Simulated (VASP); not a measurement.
Here is a VASP 6.6.1 calculation.

INCAR

```
ALGO = Normal ; EDIFF = 1E-6
ENCUT = 520 ; GGA = PS
GGA_COMPAT = F ; ISIF = 2
ISMEAR = 0 ; ISPIN = 2
LASPH = T ; LCHARG = F
LORBIT = 11 ; LREAL = F
LWAVE = F ; MAGMOM = 0.5 0.5
NBANDS = 15 ; NELM = 200
PREC = Accurate ; SIGMA = 0.05
```

Contents of KPOINTS:

```
k-points
0
Gamma
  1 1 35
```

POSCAR

```
AlN
1.0
   10.5000000000      0.0000000000      0.0000000000
    0.0000000000      9.3000000000      0.0000000000
    0.0000000000      0.0000000000      1.8082625634
Al N
1 1
Direct
    0.4268896538      0.5000000000      0.0000000000
    0.5731103462      0.5000000000      0.5000000000
```

Potentials or basis: VASP PAW PBE potentials, release 64 (Al, N).

Command:

```sh
$ cat potpaw_PBE.64/Al/POTCAR potpaw_PBE.64/N/POTCAR > POTCAR
$ mpirun -np 1 vasp_std > vasp.out
```

(1) Estimate the largest force.

(2) Estimate the site moments.

Answers

(1) 2.084 eV/Å.

(2) Al +0.01; N +0.04 μB.

Caveat: a moment this small can come from the mesh or the smearing; the PAW data sets were made with another functional, which shifts forces and pressure a little.
